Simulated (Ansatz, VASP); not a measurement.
**BAs: VASP beside Ansatz**

INCAR

```
SYSTEM = BAs
PREC     = Accurate       ! precision mode
ENCUT    = 500            ! plane-wave cutoff, eV
EDIFF    = 1E-6           ! SCF threshold, eV
ISMEAR   = 0              ! smearing method
SIGMA    = 0.01           ! smearing width, eV
LREAL    = .False.        ! projectors in reciprocal space
LASPH    = .True.         ! aspherical terms in the spheres
NELM     = 120            ! most SCF steps
ALGO     = Normal         ! electronic algorithm
ISIF     = 2              ! what is computed and relaxed
LWAVE    = .False.        ! write WAVECAR
LCHARG   = .True.         ! write CHGCAR
GGA      = PE             ! functional
LELF     = .True.         ! ELF
LVHAR    = .True.       
NBANDS   = 11             ! bands
GGA_COMPAT= .False.
```

Contents of KPOINTS:

```
Automatic mesh
0
Gamma
  8 8 8
  0 0 0
```

The input POSCAR:

```
BAs
1.0
    0.0000000000      2.4045577721      2.4045577721
    2.4045577721      0.0000000000      2.4045577721
    2.4045577721      2.4045577721      0.0000000000
B As
1 1
Direct
    0.0000000000      0.0000000000      0.0000000000
    0.2500000000      0.2500000000      0.2500000000
```

Input for Ansatz:

```yaml
crystal:
  lattice:
    - [0.0, 2.4045577721, 2.4045577721]
    - [2.4045577721, 0.0, 2.4045577721]
    - [2.4045577721, 2.4045577721, 0.0]
  atoms:
    - { symbol: B, position: [0.0, 0.0, 0.0] }
    - { symbol: As, position: [0.25, 0.25, 0.25] }
basis:
  ecutwfc: 420
kpoints:
  mp_grid: { grid: [8, 8, 8] }
  band_path:
    path:
      - [0.0, 0.0, 0.0]
      - [0.0, 0.0, 0.0]
      - [0.0, 0.0, 0.0]
      - [0.0, 0.0, 0.0]
      - [0.0, 0.0, 0.0]
      - [0.0, 0.0, 0.0]
      - [0.0, 0.0, 0.0]
      - [0.0, 0.0, 0.0]
      - [0.0, 0.0, 0.0]
      - [0.0, 0.0, 0.0]
      - [0.0, 0.0, 0.0]
      - [0.0, 0.0, 0.0]
      - [0.0, 0.0, 0.0]
      - [0.0, 0.0, 0.0]
      - [0.0, 0.0, 0.0]
      - [0.0, 0.0, 0.0]
      - [0.0, 0.0, 0.0]
      - [0.0, 0.0, 0.0]
      - [0.0, 0.0, 0.0]
      - [0.0, 0.0, 0.0]
      - [0.0, 0.0, 0.0]
      - [0.0, 0.0, 0.0]
      - [0.0, 0.0, 0.0]
      - [0.0, 0.0, 0.0]
      - [0.0, 0.0, 0.0]
      - [0.0, 0.0, 0.0]
      - [0.3, 0.3, 0.0]
      - [0.3166666667, 0.3166666667, 0.0]
      - [0.3333333333, 0.3333333333, 0.0]
      - [0.35, 0.35, 0.0]
      - [0.3666666667, 0.3666666667, 0.0]
      - [0.3833333333, 0.3833333333, 0.0]
      - [0.4, 0.4, 0.0]
      - [0.4166666667, 0.4166666667, 0.0]
      - [0.4333333333, 0.4333333333, 0.0]
      - [0.45, 0.45, 0.0]
      - [0.4666666667, 0.4666666667, 0.0]
      - [0.4833333333, 0.4833333333, 0.0]
      - [0.5, 0.5, 0.0]
      - [0.5, 0.5, 0.5]
      - [0.5, 0.5, 0.5]
      - [0.5, 0.5, 0.5]
      - [0.5, 0.5, 0.5]
      - [0.5, 0.5, 0.5]
      - [0.5, 0.5, 0.5]
      - [0.5, 0.5, 0.5]
      - [0.5, 0.5, 0.5]
      - [0.5, 0.5, 0.5]
      - [0.5, 0.5, 0.5]
      - [0.5, 0.5, 0.5]
      - [0.5, 0.5, 0.5]
      - [0.5, 0.5, 0.5]
    npoints: 1
hamiltonian:
  xc: pbe
  pseudopotentials: { kind: paw, azcp: { folder: soft_1 } }
scf:
  occupations: { method: fixed }
  n_extra_bands: 5
output:
  eigenvalues: true
```

Alike in both runs: task single point; functional PBE; k mesh 8 × 8 × 8; no spin polarisation.

```csv
,VASP,Ansatz
version,VASP 6.6.1,Ansatz 0.2.0
potentials or method,"VASP PAW PBE potentials, release 64 (B, As), cutoff 500 eV","scalar-relativistic, plane waves, PAW"
occupations,"gaussian, width 0.01 eV",fixed
valence electrons in the cell,8,18
```

VASP gave:

* gap on the k mesh at the Fermi level (eV): 1.21
* least direct gap on the mesh (eV): 3.25

**Question.** Estimate Ansatz's values.

**Answer.** gap on the k mesh at the Fermi level (eV): 1.22; least direct gap on the mesh (eV): 3.25.

VASP's potentials hold 8 valence electrons a cell and Ansatz's 18, so a difference there can come from the potentials and not from the codes.
